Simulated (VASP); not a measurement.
# Ta (Im-3m) in VASP: notebook, part 2 of 2

VASP 6.6.1. The steps go on from the part before.

**4. Single point, PBEsol, non-collinear spin, zero start, spin-orbit coupling (volume scaled by 0.8)**

INCAR reads:

```
PREC = Accurate ; ENCUT = 520
EDIFF = 1E-7 ; ISMEAR = 0
SIGMA = 0.05 ; LREAL = False
LASPH = True ; NELM = 150
ALGO = Normal ; ISIF = 2
LWAVE = False ; LCHARG = True
LNONCOLLINEAR = True ; MAGMOM = 0 0 0
LORBIT = 11 ; LSORBIT = True
GGA_COMPAT = False ; LORBMOM = True
LMAXMIX = 4 ; GGA = PS
LVHAR = True ; NBANDS = 22
```

KPOINTS reads:

```
regular mesh
0
Gamma
  22 22 22
```

POSCAR reads:

```
Ta
1.0
   -1.5326526329      1.5326526329      1.5326526329
    1.5326526329     -1.5326526329      1.5326526329
    1.5326526329      1.5326526329     -1.5326526329
Ta
1
Direct
    0.0000000000      0.0000000000      0.0000000000
```

Potentials or basis: VASP PAW PBE potentials, release 64 (Ta_pv).

On the command line:

```console
cat potpaw_PBE.64/Ta_pv/POTCAR > POTCAR
mpirun -np 1 vasp_ncl > vasp.out
```

OUTCAR:

```text
PREC = Accurate
   ENCUT = 520
   EDIFF = 1E-7
   ISMEAR = 0
   LREAL = False
   LASPH = True
   NELM = 150
   ISIF = 2
   LNONCOLLINEAR = True
   LORBIT = 11
   LSORBIT = True
   GGA = PS

 ion  position               nearest neighbor table
   1  0.000  0.000  0.000-

  LATTYP: Found a body centered cubic cell.
 ALAT       =     3.0653052658

  Lattice vectors:

 A1 = (  -1.5326526329,   1.5326526329,   1.5326526329)
 A2 = (   1.5326526329,  -1.5326526329,   1.5326526329)
 A3 = (   1.5326526329,   1.5326526329,  -1.5326526329)

Analysis of symmetry for initial positions (statically):
=====================================================================
 Subroutine PRICEL returns:
 Original cell was already a primitive cell.

 Routine SETGRP: Setting up the symmetry group for a
 body centered cubic supercell.

 Subroutine GETGRP returns: Found 48 space group operations
 (whereof 48 operations were pure point group operations)
 out of a pool of 48 trial point group operations.

The static configuration has the point symmetry O_h .

Analysis of symmetry for dynamics (positions and initial velocities):
=====================================================================
 Subroutine PRICEL returns:
 Original cell was already a primitive cell.

 Routine SETGRP: Setting up the symmetry group for a
 body centered cubic supercell.

 Subroutine GETGRP returns: Found 48 space group operations
 (whereof 48 operations were pure point group operations)
 out of a pool of 48 trial point group operations.

The dynamic configuration has the point symmetry O_h .

Analysis of structural, dynamic, and magnetic symmetry:
=====================================================================
 Subroutine PRICEL returns:
[... 775 lines left out ...]
  Total        5.5714200      5.5714200      5.5714200     -0.0000000      0.0000000     -0.0000000
  in kB      619.8481121    619.8481121    619.8481121     -0.0000000      0.0000000     -0.0000000
  external PRESSURE =     619.8481121 kB  Pullay stress =       0.0000000 kB

 VOLUME and BASIS-vectors are now :
 -----------------------------------------------------------------------------
  energy-cutoff  :      520.00
  volume of cell :       14.40
      direct lattice vectors                 reciprocal lattice vectors
    -1.532652633  1.532652633  1.532652633     0.000000000  0.326231782  0.326231782
     1.532652633 -1.532652633  1.532652633     0.326231782  0.000000000  0.326231782
     1.532652633  1.532652633 -1.532652633     0.326231782  0.326231782  0.000000000

 POSITION                                       TOTAL-FORCE (eV/Angst)
 -----------------------------------------------------------------------------------
      0.00000      0.00000      0.00000         0.000000      0.000000      0.000000
 -----------------------------------------------------------------------------------
    total drift:                                0.000000     -0.000000      0.000000

  FREE ENERGIE OF THE ION-ELECTRON SYSTEM (eV)
  ---------------------------------------------------
  free  energy   TOTEN  =       -12.7355820932 eV

  energy  without entropy=      -12.7344661158  energy(sigma->0) =      -12.73502410

 orbital moment (x)

 # of ion     p       d       tot
 ----------------------------------------
  1         0.000   0.000   0.000
 ----------------------------------------
            0.000   0.000   0.000

 orbital moment (y)

 # of ion     p       d       tot
 ----------------------------------------
  1         0.000  -0.000  -0.000
 ----------------------------------------
            0.000  -0.000  -0.000

 orbital moment (z)

 # of ion     p       d       tot
 ----------------------------------------
  1         0.000   0.000   0.000
 ----------------------------------------
            0.000   0.000   0.000

 Spin-Orbit-Coupling matrix elements

 Ion:    1  E_soc:     -1.4436662
 l=   1
     0.0000000    -0.2213048    -0.2213048
    -0.2213048     0.0000000    -0.2213048
    -0.2213048    -0.2213048     0.0000000
 l=   2
     0.0000000    -0.0051303     0.0000000    -0.0051303    -0.0141759
    -0.0051303     0.0000000    -0.0106319    -0.0051303    -0.0035440
     0.0000000    -0.0106319     0.0000000    -0.0106319     0.0000000
    -0.0051303    -0.0051303    -0.0106319     0.0000000    -0.0035440
    -0.0141759    -0.0035440     0.0000000    -0.0035440     0.0000000
 l=   3
     0.0000000     0.0000000     0.0000000     0.0000000     0.0000000     0.0000000     0.0000000
     0.0000000     0.0000000     0.0000000     0.0000000     0.0000000     0.0000000     0.0000000
     0.0000000     0.0000000     0.0000000     0.0000000     0.0000000     0.0000000     0.0000000
     0.0000000     0.0000000     0.0000000     0.0000000     0.0000000     0.0000000     0.0000000
     0.0000000     0.0000000     0.0000000     0.0000000     0.0000000     0.0000000     0.0000000
     0.0000000     0.0000000     0.0000000     0.0000000     0.0000000     0.0000000     0.0000000
     0.0000000     0.0000000     0.0000000     0.0000000     0.0000000     0.0000000     0.0000000

 total charge

# of ion       s       p       d       tot
------------------------------------------
    1        0.431   6.223   2.805   9.458

 magnetization (x)

# of ion       s       p       d       tot
------------------------------------------
    1       -0.000   0.000   0.000   0.000

 magnetization (y)

# of ion       s       p       d       tot
------------------------------------------
    1       -0.000  -0.000   0.000   0.000

 magnetization (z)

# of ion       s       p       d       tot
------------------------------------------
    1        0.000   0.000   0.000   0.000
```

OSZICAR:

```text
N       E                     dE             d eps       ncg     rms          rms(c)
DAV:   1     0.930828281942E+02    0.93083E+02   -0.59291E+03 14432   0.107E+03
DAV:   2    -0.104158681450E+02   -0.10350E+03   -0.99940E+02 16406   0.336E+02
DAV:   3    -0.131116743888E+02   -0.26958E+01   -0.26674E+01 17474   0.515E+01
DAV:   4    -0.131220023939E+02   -0.10328E-01   -0.10324E-01 16846   0.341E+00
DAV:   5    -0.131220466615E+02   -0.44268E-04   -0.44264E-04 16416   0.211E-01    0.205E+01
DAV:   6    -0.128397158643E+02    0.28233E+00   -0.18770E-01 17410   0.518E+00    0.109E+01
DAV:   7    -0.127371359654E+02    0.10258E+00   -0.20165E-01 16716   0.498E+00    0.181E+00
DAV:   8    -0.127365005130E+02    0.63545E-03   -0.37509E-03 16294   0.508E-01    0.330E-01
DAV:   9    -0.127356018313E+02    0.89868E-03   -0.18734E-03 16180   0.539E-01    0.582E-02
DAV:  10    -0.127355823884E+02    0.19443E-04   -0.46829E-05 16430   0.860E-02    0.194E-02
DAV:  11    -0.127355821416E+02    0.24675E-06   -0.39884E-06 16752   0.242E-02    0.677E-03
DAV:  12    -0.127355820932E+02    0.48446E-07   -0.73350E-08 12714   0.319E-03
   1 F= -.12735582E+02 E0= -.12735024E+02  d E =-.111598E-02  mag=     0.0000    -0.0000     0.0000
```

stdout:

```text
POSCAR found type information on POSCAR Ta
 POSCAR found :  1 types and       1 ions
 scaLAPACK will be used
 -----------------------------------------------------------------------------
|                                                                             |
|                                                                             |
|     You enforced a specific xc type in the INCAR file but a different       |
|     I HOPE YOU KNOW WHAT YOU ARE DOING!                                     |
|                                                                             |
 -----------------------------------------------------------------------------

 LDA part: xc-table for (Slater+PW92), standard interpolation
 POSCAR, INCAR and KPOINTS ok, starting setup
 FFT: planning ... GRIDC
 FFT: planning ... GRID_SOFT
 FFT: planning ... GRID
 WAVECAR not read
 entering main loop
```

Run time: 4.6 min. Hardware: 1 thread of Intel Xeon 8259CL, shared host; peak memory 0.27 GiB.

Results:

- Free energy: -12.7356 eV
- Pressure: 62.0 GPa
- Net moment: 0.00 μB per cell
- Valence electrons inside the program's atomic spheres: Ta 9.46

Moments on the atoms (μB; x, y, z):
```
Ta  0.00 0.00 0.00
```

Caveat: the PAW data sets were made with another functional, which shifts forces and pressure a little.

**5. Overview**

```tsv
cell	pressure (GPa)	moment (μB)
a = 2.539 Å, angles 109.5°, 1 atom	130.0	0.00
a = 2.598 Å, angles 109.5°, 1 atom	92.1	0.00
a = 2.655 Å, angles 109.5°, 1 atom	62.0	0.00
```

Alike in all rows: task single point; level PBEsol; potentials or basis VASP PAW PBE potentials, release 64 (Ta_pv); spin non-collinear, zero start, SOC; k mesh 22 × 22 × 22; cutoff (eV) 520; smearing gaussian 0.05 eV.

Caveats: the PAW data sets were made with another functional, which shifts forces and pressure a little.

Absolute energies hang on the potentials; compare differences alone.
